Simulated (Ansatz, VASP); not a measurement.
Si2C in VASP and in Ansatz

Contents of INCAR:

```
PREC = Accurate ; ENCUT = 520
EDIFF = 1E-6 ; ISMEAR = 0
SIGMA = 0.1 ; LREAL = F
LASPH = T ; NELM = 150
ALGO = Normal ; ISIF = 2
LWAVE = F ; LCHARG = T
ISPIN = 2 ; MAGMOM = 0 0 0 0 1 1
LORBIT = 11 ; GGA = PE
LELF = T ; LVHAR = T
NBANDS = 25
```

KPOINTS

```
Automatic mesh
0
Gamma
  4 4 4
```

The input POSCAR:

```
Si2C
1.0
    0.0000000000      3.7644928834      3.7644928834
    3.7644928834      0.0000000000      3.7644928834
    3.7644928834      3.7644928834      0.0000000000
Si C
4 2
Direct
    0.6093392152      0.1719823545      0.6093392152
    0.6093392152      0.6093392152      0.6093392152
    0.1719823545      0.6093392152      0.6093392152
    0.6093392152      0.6093392152      0.1719823545
    0.0000000000      0.0000000000      0.0000000000
    0.7500000000      0.7500000000      0.7500000000
```

Input for Ansatz:

```yaml
crystal:
  lattice:
    - [0.0, 3.7644928834, 3.7644928834]
    - [3.7644928834, 0.0, 3.7644928834]
    - [3.7644928834, 3.7644928834, 0.0]
  atoms:
    - { symbol: Si, position: [0.6093392152, 0.1719823545, 0.6093392152] }
    - { symbol: Si, position: [0.6093392152, 0.6093392152, 0.6093392152] }
    - { symbol: Si, position: [0.1719823545, 0.6093392152, 0.6093392152] }
    - { symbol: Si, position: [0.6093392152, 0.6093392152, 0.1719823545] }
    - { symbol: C, position: [0.0, 0.0, 0.0], spin: 1.0 }
    - { symbol: C, position: [0.75, 0.75, 0.75], spin: 1.0 }
basis:
  ecutwfc: 420
kpoints:
  mp_grid: { grid: [4, 4, 4] }
hamiltonian:
  xc: pbe
scf:
  occupations: { method: gaussian, width: 0.1 }
  lower_state_search: "off"
output:
  forces: true
  stress: true
  eigenvalues: true
  populations: true
magnetization:
  spin_polarized: true
```

Alike in both runs: task single point; functional PBE; k mesh 4 × 4 × 4; occupations gaussian, width 0.1 eV; collinear spin.

```csv
,VASP,Ansatz
version,VASP 6.6.1,Ansatz 0.2.0
potentials or method,"VASP PAW PBE potentials, release 64 (Si, C), cutoff 520 eV","scalar-relativistic, plane waves, PAW"
valence electrons in the cell,24,24
```

Ansatz gave:

```
gap on the k mesh at the Fermi level (eV)                     : none
pressure (GPa)                                                : 0.3
rms of the force components (eV/Å)                            : 0.040
net moment per atom (μB)                                      : 0.11
size of the moment on the site where the two differ most (μB) : 0.79
```

Task: What did VASP give for the same quantities?

Result: gap on the k mesh at the Fermi level (eV): none; pressure (GPa): 0.3; rms of the force components (eV/Å): 0.044; net moment per atom (μB): 0.11; size of the moment on the site where the two differ most (μB): 0.43.

Site moments also hang on the region over which each program counts them. Atom by atom the forces differ by 0.004 eV/Å (rms over components). A gap of «none» marks a metal or a gap that the smearing closes.

The k mesh is coarse, so the values compare programs but aren't converged.
